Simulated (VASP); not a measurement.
Set up this calculation in VASP 6.6.1, as the native input.

```
Task                   : relaxation of cell and atoms
Functional             : PBE
Potentials or basis    : VASP PAW PBE potentials, release 64 (Ta_pv)
Cutoff                 : 600 eV
k mesh                 : 8 × 8 × 8
Occupations            : gaussian, width 0.1 eV
Spin                   : no spin polarisation
Dipole correction      : no
Further INCAR settings : ALGO = Normal; EDIFF = 1e-06; IBRION = 2; EDIFFG = -0.05; NSW = 80; ISIF = 3
```

The structure of Ta lies in POSCAR:

```
Ta
1.0
   -1.6120325793      1.6120325793      1.6120325793
    1.6120325793     -1.6120325793      1.6120325793
    1.6120325793      1.6120325793     -1.6120325793
Ta
1
Direct
    0.0000000000      0.0000000000      0.0000000000
```

One way to write it, as run:

INCAR

```
PREC     = Accurate       # precision mode
ENCUT    = 600            # plane-wave cutoff, eV
EDIFF    = 1E-6           # SCF threshold, eV
ISMEAR   = 0              # smearing method
SIGMA    = 0.1            # smearing width, eV
LREAL    = False          # projectors in reciprocal space
LASPH    = True           # aspherical terms in the spheres
NELM     = 60             # most SCF steps
ALGO     = Normal         # electronic algorithm
ISIF     = 3              # what is computed and relaxed
LWAVE    = False          # write WAVECAR
LCHARG   = False          # write CHGCAR
GGA      = PE             # functional
IBRION   = 2              # ionic algorithm
NSW      = 80             # ionic steps
EDIFFG   = -0.05          # ionic threshold
```

KPOINTS

```
Automatic mesh
0
Gamma
  8 8 8
```

Potentials or basis: VASP PAW PBE potentials, release 64 (Ta_pv).

Command:

```console
$ cat potpaw_PBE.64/Ta_pv/POTCAR > POTCAR
$ mpirun -np 1 vasp_std > vasp.out
```

Results of the run:

The relaxed volume is 18.12 Å³/atom. The relaxed cell is a = 2.866 Å, b = 2.866 Å, c = 2.866 Å, α = 109.47°, β = 109.47°, γ = 109.47° and the space group after relaxing (to 0.05 Å) is Im-3m (No. 229). The energy gained by relaxing is 74.1 meV/atom. The ionic steps are 4 and the pressure after relaxing is -0.1 GPa.

Wall time 13 s on 1 thread of Intel Xeon 6975P-C, on a shared host, peak memory 0.14 GiB.
